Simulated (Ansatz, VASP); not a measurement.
## Two plane-wave programs on LaZn

The input INCAR:

```
SYSTEM = LaZn
  PREC = Accurate
  ENCUT = 520
  EDIFF = 1E-8
  ISMEAR = -1
  SIGMA = 0.05
  LREAL = .FALSE.
  LASPH = .TRUE.
  NELM = 100
  ALGO = Normal
  ISIF = 2
  LWAVE = .FALSE.
  LCHARG = .FALSE.
  LEFG = .TRUE.
  NBANDS = 18
```

File KPOINTS:

```
regular mesh
0
G
  9 9 9
  0 0 0
```

File POSCAR:

```
LaZn
1.0
    3.7248314564      0.0000000000      0.0000000000
    0.0000000000      3.7248314564      0.0000000000
    0.0000000000      0.0000000000      3.7248314564
La Zn
1 1
Direct
    0.5000000000      0.5000000000      0.5000000000
    0.0000000000      0.0000000000      0.0000000000
```

Input for Ansatz:

```yaml
crystal:
  lattice:
    - [3.7248314564, 0.0, 0.0]
    - [0.0, 3.7248314564, 0.0]
    - [0.0, 0.0, 3.7248314564]
  atoms:
    - { symbol: La, position: [0.5, 0.5, 0.5] }
    - { symbol: Zn, position: [0.0, 0.0, 0.0] }
kpoints:
  mp_grid: { grid: [9, 9, 9] }
scf:
  occupations: { method: fermi_dirac, width: 0.05 }
hamiltonian:
  xc: lda
  pseudopotentials: { kind: paw }
output:
  forces: true
  stress: true
  eigenvalues: true
  efg: { contact_densities: true }
```

Change from the starting cell: volume scaled by 0.98, PAW files.

Alike in both runs: task electric field gradients; functional LDA; k mesh 9 × 9 × 9; occupations fermi-dirac, width 0.05 eV; no spin polarisation.

|  | VASP | Ansatz |
| --- | --- | --- |
| version | VASP 6.6.1 | Ansatz 0.2.0 |
| potentials or method | VASP PAW LDA potentials, release 64 (La, Zn) | PAW with Ansatz's default frozen-core files, scalar-relativistic |
| plane-wave cutoff (eV) | 520 | 420 |
| valence electrons in the cell | 23 | 23 |

```csv
,VASP,Ansatz,Ansatz less VASP
pressure (GPa),-3.1,-3.2,-0.04
```

LDA's correlation is that of Perdew and Zunger in VASP and of Perdew and Wang (1992) in Ansatz.

Spin-orbit coupling is off throughout.
